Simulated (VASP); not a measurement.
# Zn5CdSe6 (P-4m2) in VASP: single point with r2SCAN

Aim: the single point of Zn5CdSe6 with r2SCAN.

All numbers are computed with VASP 6.6.1; they aren't measurements. Logs are shortened: lines on timing, memory, paths and dates and some standing lists are left out, and cuts for length are marked.

## (1) The cell of the first run

It takes space group P-4m2 (No. 115, tetragonal). The conventional cell has a = 4.097 Å, b = 4.097 Å, c = 17.517 Å, α = 90.00°, β = 90.00°, γ = 90.00°. Within 3.3 Å of Zn (site symmetry 2mm) lie 4 Se at 2.49 Å. Within 3.3 Å of Zn (site symmetry -4m2) lie 4 Se at 2.49 Å. Within 3.3 Å of Zn (site symmetry 2mm) lie 4 Se at 2.48 to 2.49 Å. Cd (site symmetry -4m2) has 4 Se at 2.65 Å within 3.5 Å. Within 3.3 Å of Se (site symmetry 2mm) lie 4 Zn at 2.49 Å. Se (site symmetry 2mm) has 4 Zn at 2.49 Å within 3.3 Å. Within 3.3 Å of Se (site symmetry 2mm) lie 2 Zn at 2.48 Å and 2 Cd at 2.65 Å.

## (2) Single point, r2SCAN

POSCAR

```
Zn5CdSe6
1.0
    4.0973309000      0.0000000000      0.0000000000
    0.0000000000      4.0973309000      0.0000000000
    0.0000000000      0.0000000000     17.5168485000
Zn Cd Se
5 1 6
Direct
    0.0000000000      0.0000000000      0.8383510000
    0.5000000000      0.5000000000      0.0000000000
    0.0000000000      0.0000000000      0.1616490000
    0.5000000000      0.5000000000      0.3233950000
    0.5000000000      0.5000000000      0.6766050000
    0.0000000000      0.0000000000      0.5000000000
    0.5000000000      0.0000000000      0.9191830000
    0.0000000000      0.5000000000      0.0808170000
    0.5000000000      0.0000000000      0.2424760000
    0.0000000000      0.5000000000      0.4036520000
    0.5000000000      0.0000000000      0.5963480000
    0.0000000000      0.5000000000      0.7575240000
```

INCAR.step1

```
SYSTEM = Zn5CdSe6
ALGO = Normal
EDIFF = 1E-4
ENCUT = 520
GGA = PE
ISMEAR = 0
LASPH = .True.
LCHARG = .False.
LREAL = .False.
LWAVE = .True.
NBANDS = 66
NELM = 60
PREC = Accurate
SIGMA = 0.02
```

INCAR.step2

```
SYSTEM = Zn5CdSe6
ALGO = Normal
EDIFF = 1E-6
ENCUT = 520
ISIF = 2
ISMEAR = 0
ISTART = 1
LASPH = .True.
LCHARG = .False.
LMIXTAU = .True.
LREAL = .False.
LWAVE = .False.
METAGGA = R2SCAN
NBANDS = 66
NELM = 60
PREC = Accurate
SIGMA = 0.02
```

KPOINTS

```
k-points
0
Gamma
  8 8 2
  0 0 0
```

Potentials or basis: VASP PAW PBE potentials, release 64 (Zn, Cd, Se).

On the command line:

```console
$ cat potpaw_PBE.64/Zn/POTCAR potpaw_PBE.64/Cd/POTCAR potpaw_PBE.64/Se/POTCAR > POTCAR
$ cp INCAR.step1 INCAR
$ mpirun -np 1 vasp_std > vasp.out
$ cp INCAR.step2 INCAR
$ mpirun -np 1 vasp_std > vasp.out
```

OUTCAR:

```text
SYSTEM = Zn5CdSe6
   EDIFF = 1E-6
   ENCUT = 520
   ISIF = 2
   ISMEAR = 0
   ISTART = 1
   LASPH = .True.
   LREAL = .False.
   METAGGA = R2SCAN
   NELM = 60
   PREC = Accurate

 ion  position               nearest neighbor table
   1  0.000  0.000  0.838-  12 2.49  12 2.49   7 2.49   7 2.49
   2  0.500  0.500  0.000-   7 2.49   8 2.49   7 2.49   8 2.49
   3  0.000  0.000  0.162-   9 2.49   9 2.49   8 2.49   8 2.49
   4  0.500  0.500  0.323-  10 2.48  10 2.48   9 2.49   9 2.49
   5  0.500  0.500  0.677-  11 2.48  11 2.48  12 2.49  12 2.49
   6  0.000  0.000  0.500-  10 2.65  11 2.65  10 2.65  11 2.65
   7  0.500  0.000  0.919-   2 2.49   2 2.49   1 2.49   1 2.49
   8  0.000  0.500  0.081-   2 2.49   2 2.49   3 2.49   3 2.49
   9  0.500  0.000  0.242-   3 2.49   3 2.49   4 2.49   4 2.49
  10  0.000  0.500  0.404-   4 2.48   4 2.48   6 2.65   6 2.65
  11  0.500  0.000  0.596-   5 2.48   5 2.48   6 2.65   6 2.65
  12  0.000  0.500  0.758-   1 2.49   1 2.49   5 2.49   5 2.49

  LATTYP: Found a simple tetragonal cell.
 ALAT       =     4.0973309000
 C/A-ratio  =     4.2751852187

  Lattice vectors:

 A1 = (   4.0973309000,   0.0000000000,   0.0000000000)
 A2 = (   0.0000000000,   4.0973309000,   0.0000000000)
 A3 = (   0.0000000000,   0.0000000000,  17.5168485000)

Analysis of symmetry for initial positions (statically):
=====================================================================
 Subroutine PRICEL returns:
 Original cell was already a primitive cell.

 Routine SETGRP: Setting up the symmetry group for a
 simple tetragonal supercell.

 Subroutine GETGRP returns: Found  8 space group operations
 (whereof  8 operations were pure point group operations)
 out of a pool of 16 trial point group operations.

The static configuration has the point symmetry D_2d.

Analysis of symmetry for dynamics (positions and initial velocities):
=====================================================================
 Subroutine PRICEL returns:
 Original cell was already a primitive cell.

 Routine SETGRP: Setting up the symmetry group for a
 simple tetragonal supercell.

 Subroutine GETGRP returns: Found  8 space group operations
 (whereof  8 operations were pure point group operations)
 out of a pool of 16 trial point group operations.

The dynamic configuration has the point symmetry D_2d.

 Subroutine INISYM returns: Found  8 space group operations
 (whereof  8 operations are pure point group operations),
 and found     1 'primitive' translations

----------------------------------------------------------------------------------------

                                     Primitive cell

  volume of cell :     294.0750

  direct lattice vectors                    reciprocal lattice vectors
     4.097330900  0.000000000  0.000000000     0.244061323  0.000000000  0.000000000
     0.000000000  4.097330900  0.000000000     0.000000000  0.244061323  0.000000000
     0.000000000  0.000000000 17.516848500     0.000000000  0.000000000  0.057087895

  length of vectors
     4.097330900  4.097330900 17.516848500     0.244061323  0.244061323  0.057087895

  position of ions in fractional coordinates (direct lattice)
     0.000000000  0.000000000  0.838351000
     0.500000000  0.500000000  0.000000000
     0.000000000  0.000000000  0.161649000
     0.500000000  0.500000000  0.323395000
     0.500000000  0.500000000  0.676605000
     0.000000000  0.000000000  0.500000000
     0.500000000  0.000000000  0.919183000
     0.000000000  0.500000000  0.080817000
     0.500000000  0.000000000  0.242476000
     0.000000000  0.500000000  0.403652000
     0.500000000  0.000000000  0.596348000
     0.000000000  0.500000000  0.757524000

  ion indices of the primitive-cell ions
   primitive index   ion index
                 1           1
                 2           2
                 3           3
                 4           4
                 5           5
                 6           6
                 7           7
                 8           8
                 9           9
                10          10
                11          11
                12          12

----------------------------------------------------------------------------------------

 KPOINTS: k-points

Automatic generation of k-mesh.
 Grid dimensions read from file:
 generate k-points for:    8    8    2

 Generating k-lattice:

  Cartesian coordinates                     Fractional coordinates (reciprocal lattice)
     0.030507665  0.000000000  0.000000000     0.125000000  0.000000000  0.000000000
     0.000000000  0.030507665  0.000000000     0.000000000  0.125000000  0.000000000
     0.000000000  0.000000000  0.028543947     0.000000000  0.000000000  0.500000000

  Length of vectors
     0.030507665  0.030507665  0.028543947

  Shift w.r.t. Gamma in fractional coordinates (k-lattice)
     0.000000000  0.000000000  0.000000000

 Subroutine IBZKPT returns following result:
 ===========================================

 Found     30 irreducible k-points:

 Following reciprocal coordinates:
            Coordinates               Weight
  0.000000  0.000000  0.000000      1.000000
  0.125000  0.000000  0.000000      4.000000
  0.250000  0.000000  0.000000      4.000000
  0.375000  0.000000  0.000000      4.000000
  0.500000  0.000000  0.000000      2.000000
  0.125000  0.125000  0.000000      4.000000
[... 16 lines left out ...]
  0.375000  0.125000  0.500000      8.000000
  0.500000  0.125000  0.500000      4.000000
 [... further k-points ...]
   k-points           NKPTS =     30   k-points in BZ     NKDIM =     30   number of bands    NBANDS=     66
   number of dos      NEDOS =    301   number of ions     NIONS =     12
   total plane-waves  NPLWV = 126000
   dimension x,y,z NGX =    30 NGY =   30 NGZ =  140
   dimension x,y,z NGXF=    60 NGYF=   60 NGZF=  280
   ions per type =               5   1   6
   NGX,Y,Z   is equivalent  to a cutoff of  12.17, 12.17, 13.29 a.u.
   NGXF,Y,Z  is equivalent  to a cutoff of  24.34, 24.34, 26.57 a.u.
 SYSTEM =  Zn5CdSe6
   PREC   = accura    normal or accurate (medium, high low for compatibility)
   ISTART =      1    job   : 0-new  1-cont  2-samecut
   ICHARG =      0    charge: 1-file 2-atom 10-const
   ISPIN  =      1    spin polarized calculation?
   LNONCOLLINEAR =      F non collinear calculations
   LSORBIT =      F    spin-orbit coupling
   LASPH  =      T    aspherical Exc in radial PAW
   ENCUT  =  520.0 eV  38.22 Ry    6.18 a.u.   7.62  7.62 32.57*2*pi/ulx,y,z
   NELM   =     60;   NELMIN=  2; NELMDL=  0     # of ELM steps
   EDIFF  = 0.1E-05   stopping-criterion for ELM
   LREAL  =      F    real-space projection
   EDIFFG = 0.1E-04   stopping-criterion for IOM
   NSW    =      0    number of steps for IOM
   IBRION =     -1    ionic relax: 0-MD 1-quasi-New 2-CG
   NFREE  =      0    steps in history (QN), initial steepest desc. (CG)
   ISIF   =      2    stress and relaxation
   ISYM   =      2    0-nonsym 1-usesym 2-fastsym
   POTIM  = 0.5000    time-step for ionic-motion
   TEBEG  =    0.0;   TEEND  =   0.0 temperature during run
   PSTRESS=    0.0 pullay stress
   NELECT =     108.0000    total number of electrons
   NUPDOWN=      -1.0000    fix difference up-down
   EMIN   =  10.00;   EMAX   =-10.00  energy-range for DOS
   EFERMI =   0.00;   METHOD = LEGACY
   ISMEAR =     0;   SIGMA  =   0.02  broadening in eV -4-tet -1-fermi 0-gaus
   EFERMI_NEDOS =   21; number of points for ismear=-14 and -15
   IALGO  =     38    algorithm
   IMIX   =      4    mixing-type and parameters
     AMIX     =   0.40;   BMIX     =  1.00
     AMIX_MAG =   1.60;   BMIX_MAG =  1.00
  volume/ion in A,a.u.               =      24.51       165.38
  Fermi-wavevector in a.u.,A,eV,Ry     =   1.172366  2.215451 18.700435  1.374443
  Thomas-Fermi vector in A             =   2.308796
   LORBIT       =      0    0 simple, 1 ext, 2 COOP (PROOUT), +10 PAW based schemes
   METAGGA = R2SCAN    functional components
   LHFCALC =     F    Hartree Fock is set to
   AEXX    =    0.0000 exact exchange contribution
   IVDW    =     0    specifies the selected vdW correction
   LEPSILON=     F    determine dielectric tensor
   LRPA    =     F    only Hartree local field effects (RPA)
 non-spin polarized calculation
 Gauss-broadening in eV      SIGMA  =   0.02
  energy-cutoff  :      520.00
  volume of cell :      294.07
 maximum number of plane-waves:      7950
   NGX = 15   NGY = 15   NGZ = 65

 number of electron     107.9999943 magnetization

 Free energy of the ion-electron system (eV)
  ---------------------------------------------------
  ext. energy  EPLUGINS =         0.00000000
  ---------------------------------------------------
  free energy    TOTEN  =      -160.30842179 eV

  energy without entropy =     -160.30842179  energy(sigma->0) =     -160.30842179

 E-fermi :   0.9929     XC(G=0):  -9.6562

 val. band max:        0.9006867748   @ k =   0.0000   0.0000   0.0000
 cond. band min:       2.4024879875   @ k =   0.0000   0.0000   0.0000
 fundamental gap:      1.5018012127
 Fermi energy:         0.9929300621

 k-point     1 :       0.0000    0.0000    0.0000
  band No.  band energies     occupation
      1     -12.5095      2.00000
      2     -12.3327      2.00000
      3     -12.2036      2.00000
      4     -11.8543      2.00000
      5     -11.7607      2.00000
      6     -11.5579      2.00000
[... 58 lines left out ...]
     65       6.1415      0.00000
     66       7.2519      0.00000

 k-point     2 :       0.1250    0.0000    0.0000
  band No.  band energies     occupation
      1     -12.4478      2.00000
      2     -12.2805      2.00000
      3     -12.1582      2.00000
      4     -11.8328      2.00000
      5     -11.7452      2.00000
      6     -11.5591      2.00000
[... 58 lines left out ...]
     65       6.5509      0.00000
     66       7.0427      0.00000

 k-point     3 :       0.2500    0.0000    0.0000
  band No.  band energies     occupation
      1     -12.2782      2.00000
      2     -12.1411      2.00000
      3     -12.0396      2.00000
      4     -11.7858      2.00000
      5     -11.7163      2.00000
      6     -11.5787      2.00000
[... 1438 lines left out ...]
     65       7.3268      0.00000
     66       7.4525      0.00000

 k-point    24 :       0.5000    0.1250    0.5000
  band No.  band energies     occupation
      1     -11.7899      2.00000
      2     -11.7886      2.00000
      3     -11.7823      2.00000
      4     -11.7799      2.00000
      5     -11.7772      2.00000
      6     -11.7066      2.00000
[... 58 lines left out ...]
     65       7.2961      0.00000
     66       7.3192      0.00000

 [... further k-points ...]

------------------------ aborting loop because EDIFF is reached ----------------------------------------

  FORCE on cell =-STRESS in cart. coord.  units (eV):
  Direction    XX          YY          ZZ          XY          YZ          ZX
  --------------------------------------------------------------------------------------
  -------------------------------------------------------------------------------------
  Total       -3.4144966     -3.4144966     -3.4858687      0.0000000      0.0000000      0.0000000
  in kB      -18.6028382    -18.6028382    -18.9916878      0.0000000      0.0000000      0.0000000
  external PRESSURE =     -18.7324547 kB  Pullay stress =       0.0000000 kB

 VOLUME and BASIS-vectors are now :
 -----------------------------------------------------------------------------
  energy-cutoff  :      520.00
  volume of cell :      294.07
      direct lattice vectors                 reciprocal lattice vectors
     4.097330900  0.000000000  0.000000000     0.244061323  0.000000000  0.000000000
     0.000000000  4.097330900  0.000000000     0.000000000  0.244061323  0.000000000
     0.000000000  0.000000000 17.516848500     0.000000000  0.000000000  0.057087895

 POSITION                                       TOTAL-FORCE (eV/Angst)
 -----------------------------------------------------------------------------------
      0.00000      0.00000     14.68527        -0.000000      0.000000     -0.013748
      2.04867      2.04867      0.00000        -0.000000     -0.000000      0.000000
      0.00000      0.00000      2.83158        -0.000000      0.000000      0.013748
      2.04867      2.04867      5.66486        -0.000000     -0.000000     -0.013599
      2.04867      2.04867     11.85199         0.000000      0.000000      0.013599
      0.00000      0.00000      8.75842        -0.000000      0.000000      0.000000
      2.04867      0.00000     16.10119        -0.000000      0.000000     -0.000263
      0.00000      2.04867      1.41566        -0.000000      0.000000      0.000263
      2.04867      0.00000      4.24742        -0.000000      0.000000      0.000153
      0.00000      2.04867      7.07071        -0.000000      0.000000     -0.051544
      2.04867      0.00000     10.44614        -0.000000      0.000000      0.051544
      0.00000      2.04867     13.26943        -0.000000      0.000000     -0.000153
 -----------------------------------------------------------------------------------
    total drift:                                0.000000      0.000000      0.000000

  FREE ENERGIE OF THE ION-ELECTRON SYSTEM (eV)
  ---------------------------------------------------
  free  energy   TOTEN  =      -160.3084217908 eV

  energy  without entropy=     -160.3084217908  energy(sigma->0) =     -160.30842179
```

Run time: 31 min. Hardware: 1 thread of Oxide Virtual Turin-like, shared host; peak memory 0.65 GiB.

Results:

```yaml
Free_energy: -160.3084 eV
Pressure: -1.9 GPa
Largest_force: 0.052 eV/Å
Band_gap_on_the_k_mesh: 1.50 eV
```

Forces on the atoms (eV/Å):
```
Zn   0.000  0.000 -0.014
Zn   0.000  0.000  0.000
Zn   0.000  0.000  0.014
Zn   0.000  0.000 -0.014
Zn   0.000  0.000  0.014
Cd   0.000  0.000  0.000
Se   0.000  0.000  0.000
Se   0.000  0.000  0.000
Se   0.000  0.000  0.000
Se   0.000  0.000 -0.052
Se   0.000  0.000  0.052
Se   0.000  0.000  0.000
```

Caveat: the PAW data sets were made with another functional, which shifts forces and pressure a little.
